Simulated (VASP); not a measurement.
# Si4HCl in VASP: further runs

Runs on Si4HCl. Level: PBE+D3(BJ). Tasks: single point, relaxation of the atoms.

All numbers are computed with VASP 6.6.1; they aren't measurements. Logs are shortened: lines on timing, memory, paths and dates and some standing lists are left out, and cuts for length are marked.

### 1 The cell of the first run

The cell holds a slab with vacuum, 24 atoms: a = 7.667 Å, b = 7.667 Å, c = 23.427 Å, α = 90.00°, β = 90.00°, γ = 120.00°.

### 2 Single point, PBE+D3(BJ)

File INCAR:

```
PREC = Accurate ; ENCUT = 520
EDIFF = 1E-7 ; ISMEAR = 0
SIGMA = 0.05 ; LREAL = Auto
LASPH = True ; NELM = 60
ALGO = Normal ; ISIF = 2
LWAVE = False ; LCHARG = False
LDIPOL = True ; IDIPOL = 3
DIPOL = 0.5 0.5 0.509 ; GGA = PE
IVDW = 12 ; NBANDS = 66
```

File KPOINTS:

```
Automatic mesh
0
Gamma
  3 3 1
```

File POSCAR:

```
Si4HCl
1.0
    7.6671877233      0.0000000000      0.0000000000
   -3.8335938617      6.6399793440      0.0000000000
    0.0000000000      0.0000000000     23.4271453509
Si Cl H
16 4 4
Direct
    0.6666666667      0.3333333333      0.4300353222
    0.6666666667      0.8333333333      0.4300353222
    0.1666666667      0.3333333333      0.4300353222
    0.1666666667      0.8333333333      0.4300353222
    0.5000000000      0.5000000000      0.4634379865
    0.5000000000      0.0000000000      0.4634379865
    0.0000000000      0.5000000000      0.4634379865
    0.0000000000      0.0000000000      0.4634379865
    0.0000000000      0.5000000000      0.5635874833
    0.0000000000      0.0000000000      0.5635874833
    0.5000000000      0.5000000000      0.5635874833
    0.5000000000      0.0000000000      0.5635874833
    0.8333333333      0.6666666667      0.5962148283
    0.8333333333      0.1666666667      0.5962148283
    0.3333333333      0.6666666667      0.5962148283
    0.3333333333      0.1666666667      0.5962148283
    0.6666666667      0.3333333333      0.3416999719
    0.6666666667      0.8333333333      0.3416999719
    0.1666666667      0.3333333333      0.3416999719
    0.1666666667      0.8333333333      0.3416999719
    0.8333333333      0.6666666667      0.6603836185
    0.8333333333      0.1666666667      0.6603836185
    0.3333333333      0.6666666667      0.6603836185
    0.3333333333      0.1666666667      0.6603836185
```

Potentials or basis: VASP PAW PBE potentials, release 64 (Si, Cl, H).

The run is started by

```sh
$ cat potpaw_PBE.64/Si/POTCAR potpaw_PBE.64/Cl/POTCAR potpaw_PBE.64/H/POTCAR > POTCAR
$ mpirun -np 1 vasp_std > vasp.out
```

OUTCAR:

```text
PREC = Accurate
   ENCUT = 520
   EDIFF = 1E-7
   ISMEAR = 0
   LREAL = Auto
   LASPH = True
   NELM = 60
   ISIF = 2
   GGA = PE
   IVDW = 12
 IVDW          = 12

 ion  position               nearest neighbor table
   1  0.667  0.333  0.430-  17 2.07   7 2.35   6 2.35   5 2.35
   2  0.667  0.833  0.430-  18 2.07   8 2.35   5 2.35   6 2.35
   3  0.167  0.333  0.430-  19 2.07   5 2.35   8 2.35   7 2.35
   4  0.167  0.833  0.430-  20 2.07   6 2.35   7 2.35   8 2.35
   5  0.500  0.500  0.463-  11 2.35   3 2.35   2 2.35   1 2.35
   6  0.500  0.000  0.463-  12 2.35   4 2.35   1 2.35   2 2.35
[... 8 lines left out ...]
  15  0.333  0.667  0.596-  23 1.50   9 2.34  12 2.34  11 2.34
  16  0.333  0.167  0.596-  24 1.50  10 2.34  11 2.34  12 2.34
  17  0.667  0.333  0.342-   1 2.07
[... 14 lines left out ...]
 A1 = (   7.6671877233,   0.0000000000,   0.0000000000)
 A2 = (  -3.8335938617,   6.6399793440,   0.0000000000)
 A3 = (   0.0000000000,   0.0000000000,  23.4271453509)

Analysis of symmetry for initial positions (statically):
=====================================================================
 Subroutine PRICEL returns following result:

  LATTYP: Found a hexagonal cell.
 ALAT       =     3.8335938616
 C/A-ratio  =     6.1110138936

  Lattice vectors:

 A1 = (   3.8335938617,   0.0000000000,   0.0000000000)
 A2 = (  -1.9167969308,   3.3199896720,   0.0000000000)
 A3 = (   0.0000000000,   0.0000000000,  23.4271453509)

   4 primitive cells build up your supercell.

 Routine SETGRP: Setting up the symmetry group for a
 hexagonal supercell.

 Subroutine GETGRP returns: Found  6 space group operations
 (whereof  6 operations were pure point group operations)
 out of a pool of 24 trial point group operations.

The static configuration has the point symmetry C_3v.

Analysis of symmetry for dynamics (positions and initial velocities):
=====================================================================
 Subroutine PRICEL returns following result:

  LATTYP: Found a hexagonal cell.
 ALAT       =     3.8335938616
 C/A-ratio  =     6.1110138936

  Lattice vectors:

 A1 = (   3.8335938617,   0.0000000000,   0.0000000000)
 A2 = (  -1.9167969308,   3.3199896720,   0.0000000000)
 A3 = (   0.0000000000,   0.0000000000,  23.4271453509)

   4 primitive cells build up your supercell.

 Routine SETGRP: Setting up the symmetry group for a
 hexagonal supercell.

 Subroutine GETGRP returns: Found  6 space group operations
 (whereof  6 operations were pure point group operations)
 out of a pool of 24 trial point group operations.

[... 99 lines left out ...]
   EMIN   =  10.00;   EMAX   =-10.00  energy-range for DOS
   EFERMI =   0.00;   METHOD = LEGACY
   ISMEAR =     0;   SIGMA  =   0.05  broadening in eV -4-tet -1-fermi 0-gaus
   EFERMI_NEDOS =   21; number of points for ismear=-14 and -15
   IALGO  =     38    algorithm
   IMIX   =      4    mixing-type and parameters
     AMIX     =   0.40;   BMIX     =  1.00
     AMIX_MAG =   1.60;   BMIX_MAG =  1.00
  volume/ion in A,a.u.               =      49.69       335.36
  Fermi-wavevector in a.u.,A,eV,Ry     =   0.706846  1.335744  6.797887  0.499631
  Thomas-Fermi vector in A             =   1.792735
   LORBIT       =      0    0 simple, 1 ext, 2 COOP (PROOUT), +10 PAW based schemes
   GGA     = PE    functional components
   LHFCALC =     F    Hartree Fock is set to
   AEXX    =    0.0000 exact exchange contribution
   IVDW    =    12    specifies the selected vdW correction
   LEPSILON=     F    determine dielectric tensor
   LRPA    =     F    only Hartree local field effects (RPA)
 non-spin polarized calculation
 Gauss-broadening in eV      SIGMA  =   0.05
  energy-cutoff  :      520.00
  volume of cell :     1192.68
 maximum number of plane-waves:     32121
 NGX is ok and might be reduce to    60
   NGX = 29   NGY = 29   NGZ = 87

 dipolmoment           0.000000      0.000000      0.017878 electrons x Angstroem

 number of electron      96.0000000 magnetization

 dipolmoment           0.000000      0.000000     -0.296881 electrons x Angstroem

 Free energy of the ion-electron system (eV)
  ---------------------------------------------------
  ext. energy  EPLUGINS =         0.00000000
  ---------------------------------------------------
  free energy    TOTEN  =      -112.64040576 eV

  energy without entropy =     -112.64040576  energy(sigma->0) =     -112.64040576

 E-fermi :  -1.3695     XC(G=0):  -3.8579

 val. band max:       -1.6430583682   @ k =   0.0000   0.0000   0.0000
 cond. band min:      -0.4128507252   @ k =   0.0000   0.0000   0.0000
 fundamental gap:      1.2302076431
 Fermi energy:        -1.3694935647

 k-point     1 :       0.0000    0.0000    0.0000
  band No.  band energies     occupation
      1     -17.3342      2.00000
      2     -17.0897      2.00000
      3     -17.0897      2.00000
      4     -17.0897      2.00000
      5     -13.0193      2.00000
      6     -11.8134      2.00000
[... 178 lines left out ...]
     59       2.1722      0.00000
     60       2.1722      0.00000
 [bands above 60 left out]

------------------------ aborting loop because EDIFF is reached ----------------------------------------

 vacuum level on the upper side and lower side of the slab       (xc-potential included)        -0.579         0.448

 Edisp (eV)   -4.59931

 E8    (eV) :    -1.9087

  FORCE on cell =-STRESS in cart. coord.  units (eV):
  Direction    XX          YY          ZZ          XY          YZ          ZX
  --------------------------------------------------------------------------------------
  -------------------------------------------------------------------------------------
  Total       1.81017     1.81017    -0.98028    -0.00000    -0.00000    -0.00000
  in kB       2.43169     2.43169    -1.31686    -0.00000    -0.00000    -0.00000
  external pressure =        1.18 kB  Pullay stress =        0.00 kB

 VOLUME and BASIS-vectors are now :
 -----------------------------------------------------------------------------
  energy-cutoff  :      520.00
  volume of cell :     1192.68
      direct lattice vectors                 reciprocal lattice vectors
     7.667187723  0.000000000  0.000000000     0.130425918  0.075301439  0.000000000
    -3.833593862  6.639979344  0.000000000     0.000000000  0.150602878  0.000000000
     0.000000000  0.000000000 23.427145351     0.000000000  0.000000000  0.042685525

 POSITION                                       TOTAL-FORCE (eV/Angst)
 -----------------------------------------------------------------------------------
      3.83359      2.21333     10.07450        -0.000000      0.000000      0.048526
      1.91680      5.53332     10.07450        -0.000000      0.000000      0.048526
      0.00000      2.21333     10.07450        -0.000000      0.000000      0.048526
     -1.91680      5.53332     10.07450        -0.000000      0.000000      0.048526
      1.91680      3.31999     10.85703        -0.000000      0.000000     -0.092180
      3.83359      0.00000     10.85703        -0.000000      0.000000     -0.092180
[... 16 lines left out ...]
     -0.00000      4.42665     15.47090        -0.000000      0.000000     -0.010017
      1.91680      1.10666     15.47090        -0.000000      0.000000     -0.010017
 -----------------------------------------------------------------------------------
    total drift:                               -0.000002      0.000001     -0.012749

  FREE ENERGIE OF THE ION-ELECTRON SYSTEM (eV)
  ---------------------------------------------------
  free  energy   TOTEN  =      -117.2397201083 eV

  energy  without entropy=     -117.2397201083  energy(sigma->0) =     -117.23972011

 vacuum level on the upper side and lower side of the slab         3.040         4.089
```

Wall time 24 min (1 thread of AMD EPYC 7R13, shared host); peak memory 1.2 GiB.

Results:

| Property | Result |
| --- | --- |
| Free energy | -117.2397 eV |
| Largest force | 0.092 eV/Å |
| Band gap on the k mesh | 1.23 eV |
| Dispersion energy per atom | -0.192 eV |

Forces in eV/Å, atoms in the order of the input:
```
Si   0.000  0.000  0.049
Si   0.000  0.000  0.049
Si   0.000  0.000  0.049
Si   0.000  0.000  0.049
Si   0.000  0.000 -0.092
Si   0.000  0.000 -0.092
Si   0.000  0.000 -0.092
Si   0.000  0.000 -0.092
Si   0.000  0.000 -0.005
Si   0.000  0.000 -0.005
Si   0.000  0.000 -0.005
Si   0.000  0.000 -0.005
Si   0.000  0.000  0.009
Si   0.000  0.000  0.009
Si   0.000  0.000  0.009
Si   0.000  0.000  0.009
Cl   0.000  0.000  0.049
Cl   0.000  0.000  0.049
Cl   0.000  0.000  0.049
Cl   0.000  0.000  0.049
H    0.000  0.000 -0.010
H    0.000  0.000 -0.010
H    0.000  0.000 -0.010
H    0.000  0.000 -0.010
```

### 3 Relaxation of the atoms, PBE+D3(BJ)

File INCAR:

```
PREC = Accurate ; ENCUT = 450
EDIFF = 1E-7 ; ISMEAR = 0
SIGMA = 0.05 ; LREAL = F
LASPH = T ; NELM = 120
ALGO = Normal ; ISIF = 2
LWAVE = F ; LCHARG = F
LDIPOL = T ; IDIPOL = 3
DIPOL = 0.5 0.5 0.491 ; GGA = PE
IVDW = 12 ; IBRION = 2
NSW = 90 ; EDIFFG = -0.03
GGA_COMPAT = F ; NELMIN = 4
NELMDL = -8 ; KPAR = 2
NCORE = 2
```

File KPOINTS:

```
regular mesh
0
Gamma
  3 3 1
```

File POSCAR:

```
Si4HCl
1.0
    7.6671877233      0.0000000000      0.0000000000
   -3.8335938617      6.6399793440      0.0000000000
    0.0000000000      0.0000000000     23.4271453509
Si H Cl
16 4 4
Selective dynamics
Direct
    0.6666666667      0.3333333333      0.4029513566  F F F
    0.6666666667      0.8333333333      0.4029513566  F F F
    0.1666666667      0.3333333333      0.4029513566  F F F
    0.1666666667      0.8333333333      0.4029513566  F F F
    0.5000000000      0.5000000000      0.4363540208  F F F
    0.5000000000      0.0000000000      0.4363540208  F F F
    0.0000000000      0.5000000000      0.4363540208  F F F
    0.0000000000      0.0000000000      0.4363540208  F F F
    0.0000000000      0.5000000000      0.5365620135  T T T
    0.0000000000      0.0000000000      0.5365620135  T T T
    0.5000000000      0.5000000000      0.5365620135  T T T
    0.5000000000      0.0000000000      0.5365620135  T T T
    0.8333333333      0.6666666667      0.5699646778  T T T
    0.8333333333      0.1666666667      0.5699646778  T T T
    0.3333333333      0.6666666667      0.5699646778  T T T
    0.3333333333      0.1666666667      0.5699646778  T T T
    0.6666666667      0.3333333333      0.3414842005  T T T
    0.6666666667      0.8333333333      0.3414842005  T T T
    0.1666666667      0.3333333333      0.3414842005  T T T
    0.1666666667      0.8333333333      0.3414842005  T T T
    0.8333333333      0.6666666667      0.6585157995  T T T
    0.8333333333      0.1666666667      0.6585157995  T T T
    0.3333333333      0.6666666667      0.6585157995  T T T
    0.3333333333      0.1666666667      0.6585157995  T T T
```

Potentials or basis: VASP PAW PBE potentials, release 64 (Si, H, Cl).

The run is started by

```sh
$ cat potpaw_PBE.64/Si/POTCAR potpaw_PBE.64/H/POTCAR potpaw_PBE.64/Cl/POTCAR > POTCAR
$ mpirun -np 4 vasp_std > vasp.out
```

Run time: 15 min. Hardware: 4 MPI ranks of Intel Xeon Platinum 8375C at 2.90GHz (Ice Lake), shared host; peak memory 0.65 GiB.

It converged, with:

| Quantity | Value |
| --- | --- |
| Free energy | -117.2211 eV |
| Energy gained by relaxing | 5.8 meV/atom |
| Ionic steps | 7 |
| Band gap on the k mesh | 1.25 eV |
| Dispersion energy per atom | -0.191 eV |

The path:
```
step  energy change (eV)  largest force on free atoms (eV/Å)  pressure (GPa)
   1              0.0000                              1.1430            0.30
   2             -0.1361                              0.1133            0.08
   3             -0.1376                              0.0954            0.06
   4             -0.1381                              0.0711            0.04
   5             -0.1383                              0.0440            0.04
   6             -0.1387                              0.0368            0.05
   7             -0.1395                              0.0241            0.08
```

Final structure:
```yaml
crystal:
  lattice:
    - [7.66719, 0.00000, 0.00000]
    - [-3.83359, 6.63998, 0.00000]
    - [0.00000, 0.00000, 23.42715]
  atoms:
    - { symbol: Si, position: [0.66667, 0.33333, 0.40295] }
    - { symbol: Si, position: [0.66667, 0.83333, 0.40295] }
    - { symbol: Si, position: [0.16667, 0.33333, 0.40295] }
    - { symbol: Si, position: [0.16667, 0.83333, 0.40295] }
    - { symbol: Si, position: [0.50000, 0.50000, 0.43635] }
    - { symbol: Si, position: [0.50000, 0.00000, 0.43635] }
    - { symbol: Si, position: [0.00000, 0.50000, 0.43635] }
    - { symbol: Si, position: [0.00000, 0.00000, 0.43635] }
    - { symbol: Si, position: [0.00000, 0.50000, 0.53665] }
    - { symbol: Si, position: [0.00000, 0.00000, 0.53665] }
    - { symbol: Si, position: [0.50000, 0.50000, 0.53665] }
    - { symbol: Si, position: [0.50000, 0.00000, 0.53665] }
    - { symbol: Si, position: [0.83333, 0.66667, 0.56961] }
    - { symbol: Si, position: [0.83333, 0.16667, 0.56961] }
    - { symbol: Si, position: [0.33333, 0.66667, 0.56961] }
    - { symbol: Si, position: [0.33333, 0.16667, 0.56961] }
    - { symbol: H, position: [0.66667, 0.33333, 0.33883] }
    - { symbol: H, position: [0.66667, 0.83333, 0.33883] }
    - { symbol: H, position: [0.16667, 0.33333, 0.33883] }
    - { symbol: H, position: [0.16667, 0.83333, 0.33883] }
    - { symbol: Cl, position: [0.83333, 0.66667, 0.65792] }
    - { symbol: Cl, position: [0.83333, 0.16667, 0.65792] }
    - { symbol: Cl, position: [0.33333, 0.66667, 0.65792] }
    - { symbol: Cl, position: [0.33333, 0.16667, 0.65792] }
```

Levels at points of the mesh, in eV from the valence-band top:
```csv
k point,band 45,band 46,band 47,band 48,band 49,band 50,band 51,band 52
"(0.00, 0.00, 0.00)",-0.67,-0.67,0.00,0.00,1.25,1.25,1.25,1.82
```
